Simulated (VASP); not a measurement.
# H2C3O in VASP: notebook

The runs below take H2C3O through single point, with LDA.

Program: VASP 6.6.1. These are calculated values, not measurements. Logs are shortened: lines on timing, memory, paths and dates and some standing lists are left out, and cuts for length are marked.

## (1) The cell of the first run

The cell holds an amorphous packing of atoms, 36 atoms: a = 9.158 Å, b = 9.158 Å, c = 9.158 Å, α = 90.00°, β = 90.00°, γ = 90.00°.

## (2) Single point, LDA

Input file INCAR:

```
SYSTEM = H2C3O
PREC     = Accurate       ! precision mode
ENCUT    = 520            ! plane-wave cutoff, eV
EDIFF    = 1E-6           ! SCF threshold, eV
ISMEAR   = -1             ! smearing method
SIGMA    = 0.02           ! smearing width, eV
LREAL    = Auto         
LASPH    = .TRUE.         ! aspherical terms in the spheres
NELM     = 60             ! most SCF steps
ALGO     = Normal         ! electronic algorithm
ISIF     = 2              ! what is computed and relaxed
LWAVE    = .FALSE.        ! write WAVECAR
LCHARG   = .TRUE.         ! write CHGCAR
LELF     = .TRUE.         ! ELF
LVHAR    = .TRUE.       
NBANDS   = 84             ! bands
```

Input file KPOINTS:

```
Automatic mesh
0
G
  1 1 1
  0 0 0
```

Input file POSCAR:

```
H2C3O
1.0
    9.1577140000      0.0000000000      0.0000000000
    0.0000000000      9.1577140000      0.0000000000
    0.0000000000      0.0000000000      9.1577140000
C H O
18 12 6
Direct
    0.8837685912      0.1581835816      0.1890428113
    0.9623362337      0.1177914051      0.0929817201
    0.6316641904      0.9473980078      0.2389133358
    0.5394686927      1.0366451715      0.2142346878
    0.9193888344      0.9175979944      0.5246069052
    0.8501794225      1.0089635907      0.5877449329
    0.2037408026      0.0537033587      0.7597201660
    0.2810745127      0.0549045319      0.8679131058
    0.9966242667      0.3104049766      0.7152112416
    0.8833754800      0.3509937087      0.6734650154
    0.9857700295      0.5874391797      0.3803569319
    0.9233854650      0.5696072186      0.2616919463
    0.3383049525      0.4409397367      0.7790372139
    0.3045956666      0.2925620957      0.1886497001
    0.7912345810      0.5591133333      0.9009344472
    0.6560916840      0.1341164400      0.9758221320
    0.0397479109      0.6825720917      0.7116077222
    0.5603909447      0.7854471105      0.5741279974
    1.0230063966      0.0601023356      0.0171876955
    0.8067297144      0.1825237172      0.2702857940
    0.4602458649      1.1149944189      0.2081305444
    0.7167618469      0.8710470757      0.2494509001
    0.7912891798      1.0942468830      0.6369711917
    0.9732669092      0.8355797091      0.4731639359
    0.3591398465      0.0942593315      0.9480422734
    0.1544490252      0.0390162873      0.6491467194
    0.7950346560      0.4254227638      0.6544100416
    1.0888634434      0.2619867797      0.7629196544
    0.8593847766      0.5235586086      0.1689177015
    1.0342319055      0.5805160546      0.4910504958
    0.3939957068      0.4678896939      0.8851554001
    0.2246521348      0.3842443649      0.2079012295
    0.6759765592      0.5820120611      0.8640802716
    0.5943732246      0.2415231574      0.9972576125
    0.0645029971      0.7418008468      0.8140131915
    0.5151940757      0.8777954848      0.6366326793
```

Potentials or basis: VASP PAW LDA potentials, release 64 (C, H, O).

Command:

```sh
$ cat potpaw_LDA.64/C/POTCAR potpaw_LDA.64/H/POTCAR potpaw_LDA.64/O/POTCAR > POTCAR
$ mpirun -np 1 vasp_gam > vasp.out
```

OUTCAR:

```text
SYSTEM = H2C3O
   PREC = Accurate
   ENCUT = 520
   EDIFF = 1E-6
   ISMEAR = -1
   LREAL = Auto
   LASPH = .TRUE.
   NELM = 60
   ISIF = 2

 ion  position               nearest neighbor table
   1  0.884  0.158  0.189-  20 1.05   2 1.20
   2  0.962  0.118  0.093-  19 1.03   1 1.20
   3  0.632  0.947  0.239-  22 1.05   4 1.20
   4  0.539  0.037  0.214-  21 1.02   3 1.20
   5  0.919  0.918  0.525-  24 1.01   6 1.20
   6  0.850  0.009  0.588-  23 1.05   5 1.20
   7  0.204  0.054  0.760-  26 1.12   8 1.22
   8  0.281  0.055  0.868-  25 1.09   7 1.22
   9  0.997  0.310  0.715-  28 1.05  10 1.17
  10  0.883  0.351  0.673-  27 1.07   9 1.17
  11  0.986  0.587  0.380-  30 1.11  12 1.24
  12  0.923  0.570  0.262-  29 1.11  11 1.24
  13  0.338  0.441  0.779-  31 1.12
  14  0.305  0.293  0.189-  32 1.13
  15  0.791  0.559  0.901-  33 1.13
  16  0.656  0.134  0.976-  34 1.15
  17  0.040  0.683  0.712-  35 1.11
  18  0.560  0.785  0.574-  36 1.10
[... 16 lines left out ...]
  35  0.065  0.742  0.814-  17 1.11
  36  0.515  0.878  0.637-  18 1.10

  LATTYP: Found a simple cubic cell.
 ALAT       =     9.1577140000

  Lattice vectors:

 A1 = (   9.1577140000,   0.0000000000,   0.0000000000)
 A2 = (   0.0000000000,   9.1577140000,   0.0000000000)
 A3 = (   0.0000000000,   0.0000000000,   9.1577140000)

Analysis of symmetry for initial positions (statically):
=====================================================================
 Subroutine PRICEL returns:
 Original cell was already a primitive cell.

 Routine SETGRP: Setting up the symmetry group for a
 simple cubic supercell.

 Subroutine GETGRP returns: Found  1 space group operations
 (whereof  1 operations were pure point group operations)
 out of a pool of 48 trial point group operations.

The static configuration has the point symmetry C_1 .

Analysis of symmetry for dynamics (positions and initial velocities):
=====================================================================
 Subroutine PRICEL returns:
 Original cell was already a primitive cell.

 Routine SETGRP: Setting up the symmetry group for a
 simple cubic supercell.

 Subroutine GETGRP returns: Found  1 space group operations
 (whereof  1 operations were pure point group operations)
 out of a pool of 48 trial point group operations.

The dynamic configuration has the point symmetry C_1 .

 Subroutine INISYM returns: Found  1 space group operations
 (whereof  1 operations are pure point group operations),
 and found     1 'primitive' translations

----------------------------------------------------------------------------------------

                                     Primitive cell

  volume of cell :     768.0000

  direct lattice vectors                    reciprocal lattice vectors
     9.157714000  0.000000000  0.000000000     0.109197557  0.000000000  0.000000000
     0.000000000  9.157714000  0.000000000     0.000000000  0.109197557  0.000000000
     0.000000000  0.000000000  9.157714000     0.000000000  0.000000000  0.109197557

  length of vectors
     9.157714000  9.157714000  9.157714000     0.109197557  0.109197557  0.109197557

  position of ions in fractional coordinates (direct lattice)
     0.883768591  0.158183582  0.189042811
     0.962336234  0.117791405  0.092981720
     0.631664190  0.947398008  0.238913336
     0.539468693  0.036645171  0.214234688
     0.919388834  0.917597994  0.524606905
     0.850179422  0.008963591  0.587744933
[... 28 lines left out ...]
     0.064502997  0.741800847  0.814013192
     0.515194076  0.877795485  0.636632679

  ion indices of the primitive-cell ions
   primitive index   ion index
                 1           1
                 2           2
                 3           3
                 4           4
                 5           5
                 6           6
[... 28 lines left out ...]
                35          35
                36          36

----------------------------------------------------------------------------------------

 KPOINTS: Automatic mesh

Automatic generation of k-mesh.
 Grid dimensions read from file:
 generate k-points for:    1    1    1

 Generating k-lattice:

  Cartesian coordinates                     Fractional coordinates (reciprocal lattice)
     0.109197557  0.000000000  0.000000000     1.000000000  0.000000000  0.000000000
     0.000000000  0.109197557  0.000000000     0.000000000  1.000000000  0.000000000
     0.000000000  0.000000000  0.109197557     0.000000000  0.000000000  1.000000000

  Length of vectors
     0.109197557  0.109197557  0.109197557

  Shift w.r.t. Gamma in fractional coordinates (k-lattice)
     0.000000000  0.000000000  0.000000000

 Subroutine IBZKPT returns following result:
 ===========================================

 Found      1 irreducible k-points:

 Following reciprocal coordinates:
            Coordinates               Weight
  0.000000  0.000000  0.000000      1.000000
   k-points           NKPTS =      1   k-points in BZ     NKDIM =      1   number of bands    NBANDS=     84
   number of dos      NEDOS =    301   number of ions     NIONS =     36
   total plane-waves  NPLWV = 343000
   dimension x,y,z NGX =    70 NGY =   70 NGZ =   70
   dimension x,y,z NGXF=   140 NGYF=  140 NGZF=  140
   ions per type =              18  12   6
   NGX,Y,Z   is equivalent  to a cutoff of  12.71, 12.71, 12.71 a.u.
   NGXF,Y,Z  is equivalent  to a cutoff of  25.42, 25.42, 25.42 a.u.
 SYSTEM =  H2C3O
   PREC   = accura    normal or accurate (medium, high low for compatibility)
   ISTART =      0    job   : 0-new  1-cont  2-samecut
   ICHARG =      2    charge: 1-file 2-atom 10-const
   ISPIN  =      1    spin polarized calculation?
   LNONCOLLINEAR =      F non collinear calculations
   LSORBIT =      F    spin-orbit coupling
   LASPH  =      T    aspherical Exc in radial PAW
   ENCUT  =  520.0 eV  38.22 Ry    6.18 a.u.  17.03 17.03 17.03*2*pi/ulx,y,z
   NELM   =     60;   NELMIN=  2; NELMDL= -5     # of ELM steps
   EDIFF  = 0.1E-05   stopping-criterion for ELM
   LREAL  =      T    real-space projection
   EDIFFG = 0.1E-04   stopping-criterion for IOM
   NSW    =      0    number of steps for IOM
   IBRION =     -1    ionic relax: 0-MD 1-quasi-New 2-CG
   NFREE  =      0    steps in history (QN), initial steepest desc. (CG)
   ISIF   =      2    stress and relaxation
   ISYM   =      2    0-nonsym 1-usesym 2-fastsym
   POTIM  = 0.5000    time-step for ionic-motion
   TEBEG  =    0.0;   TEEND  =   0.0 temperature during run
   PSTRESS=    0.0 pullay stress
   NELECT =     120.0000    total number of electrons
   NUPDOWN=      -1.0000    fix difference up-down
   EMIN   =  10.00;   EMAX   =-10.00  energy-range for DOS
   EFERMI =   0.00;   METHOD = LEGACY
   ISMEAR =    -1;   SIGMA  =   0.02  broadening in eV -4-tet -1-fermi 0-gaus
   EFERMI_NEDOS =   21; number of points for ismear=-14 and -15
   IALGO  =     38    algorithm
   IMIX   =      4    mixing-type and parameters
     AMIX     =   0.40;   BMIX     =  1.00
     AMIX_MAG =   1.60;   BMIX_MAG =  1.00
  volume/ion in A,a.u.               =      21.33       143.96
  Fermi-wavevector in a.u.,A,eV,Ry     =   0.881755  1.666276 10.578431  0.777493
  Thomas-Fermi vector in A             =   2.002295
   LORBIT       =      0    0 simple, 1 ext, 2 COOP (PROOUT), +10 PAW based schemes
   GGA     = CA    functional components
   LHFCALC =     F    Hartree Fock is set to
   AEXX    =    0.0000 exact exchange contribution
   IVDW    =     0    specifies the selected vdW correction
   LEPSILON=     F    determine dielectric tensor
   LRPA    =     F    only Hartree local field effects (RPA)
 non-spin polarized calculation
  energy-cutoff  :      520.00
  volume of cell :      768.00
 maximum number of plane-waves:     10240
 NGX is ok and might be reduce to    70
   NGX = 35   NGY = 35   NGZ = 35

 number of electron     120.0000008 magnetization

 Free energy of the ion-electron system (eV)
  ---------------------------------------------------
  ext. energy  EPLUGINS =         0.00000000
  ---------------------------------------------------
  free energy    TOTEN  =      -238.43095535 eV

  energy without entropy =     -238.43095535  energy(sigma->0) =     -238.43095535

 E-fermi :  -3.7676     XC(G=0):  -5.8959

 val. band max:       -4.3370222316   @ k =   0.0000   0.0000   0.0000
 cond. band min:      -0.2122393805   @ k =   0.0000   0.0000   0.0000
 fundamental gap:      4.1247828511
 Fermi energy:        -3.7676038436

 k-point     1 :       0.0000    0.0000    0.0000
  band No.  band energies     occupation
      1     -27.1376      2.00000
      2     -26.9728      2.00000
      3     -26.9411      2.00000
      4     -26.9182      2.00000
      5     -26.8597      2.00000
      6     -26.1029      2.00000
[... 64 lines left out ...]
     71       0.8992      0.00000
     72       0.9425      0.00000
 [bands above 72 left out]

------------------------ aborting loop because EDIFF is reached ----------------------------------------

  FORCE on cell =-STRESS in cart. coord.  units (eV):
  Direction    XX          YY          ZZ          XY          YZ          ZX
  --------------------------------------------------------------------------------------
  -------------------------------------------------------------------------------------
  Total       10.8548714      9.5637306      3.6477173     -8.9900713      4.4394982     -2.9567927
  in kB       22.6450893     19.9515521      7.6097524    -18.7548023      9.2615408     -6.1683674
  external PRESSURE =      16.7354646 kB  Pullay stress =       0.0000000 kB

 VOLUME and BASIS-vectors are now :
 -----------------------------------------------------------------------------
  energy-cutoff  :      520.00
  volume of cell :      768.00
      direct lattice vectors                 reciprocal lattice vectors
     9.157714000  0.000000000  0.000000000     0.109197557  0.000000000  0.000000000
     0.000000000  9.157714000  0.000000000     0.000000000  0.109197557  0.000000000
     0.000000000  0.000000000  9.157714000     0.000000000  0.000000000  0.109197557

 POSITION                                       TOTAL-FORCE (eV/Angst)
 -----------------------------------------------------------------------------------
      8.09330      1.44860      1.73120         0.140791      0.039948     -0.073684
      8.81280      1.07870      0.85150        -0.457673      0.230671      0.729402
      5.78460      8.67600      2.18790        -0.128899     -0.001591     -0.046719
      4.94030      0.33559      1.96190         1.079505     -1.448276      0.598256
      8.41950      8.40310      4.80420        -1.079020      1.576391      1.075286
      7.78570      0.08209      5.38240         0.210313     -0.318930     -0.341806
[... 28 lines left out ...]
      0.59070      6.79320      7.45450         0.793903      1.768716      3.158532
      4.71800      8.03860      5.83010        -1.696928      3.477492      2.331676
 -----------------------------------------------------------------------------------
    total drift:                                0.000580      0.009994     -0.003728

  FREE ENERGIE OF THE ION-ELECTRON SYSTEM (eV)
  ---------------------------------------------------
  free  energy   TOTEN  =      -238.4309553486 eV

  energy  without entropy=     -238.4309553486  energy(sigma->0) =     -238.43095535
```

It took 91 s on 1 thread of Intel Xeon 6975P-C (Granite Rapids), shared host; peak memory 0.49 GiB.

Results:

- Free energy: -238.4310 eV
- Pressure: 1.7 GPa
- Largest force: 4.529 eV/Å
- Band gap on the k mesh: 4.12 eV

Forces on the atoms (eV/Å):
```
C    0.141  0.040 -0.074
C   -0.458  0.231  0.729
C   -0.129 -0.002 -0.047
C    1.080 -1.448  0.598
C   -1.079  1.576  1.075
C    0.210 -0.319 -0.342
C    0.556 -0.574 -0.460
C   -0.345  0.843 -0.888
C    2.873 -1.334  1.233
C   -3.683  2.336 -1.184
C   -1.154 -0.804 -1.960
C    0.608 -0.433  2.015
C   -0.603 -0.271 -1.089
C    0.210 -0.376 -0.136
C    0.928 -0.163  0.550
C   -0.416  0.722 -0.238
C   -0.669 -1.754 -2.953
C    1.721 -3.477 -2.337
H    1.153 -0.605 -1.427
H   -0.578  0.428  0.817
H   -1.778  1.682 -0.258
H    0.753 -0.701  0.189
H   -0.481  0.697  0.563
H    1.349 -2.048 -1.426
H   -0.244 -0.453  0.182
H    0.083  0.088  1.225
H   -0.383 -0.296 -0.469
H    1.085 -0.475  0.316
H    0.749  0.789  0.601
H   -0.271  0.388 -0.764
O    0.506  0.245  1.103
O   -0.336  0.462  0.070
O   -0.980  0.227 -0.417
O    0.484 -0.471 -0.288
O    0.794  1.769  3.159
O   -1.697  3.477  2.332
```

Caveat: the k points lie up to 0.69 Å⁻¹ apart.

(Part 1 of 3 ends here.)
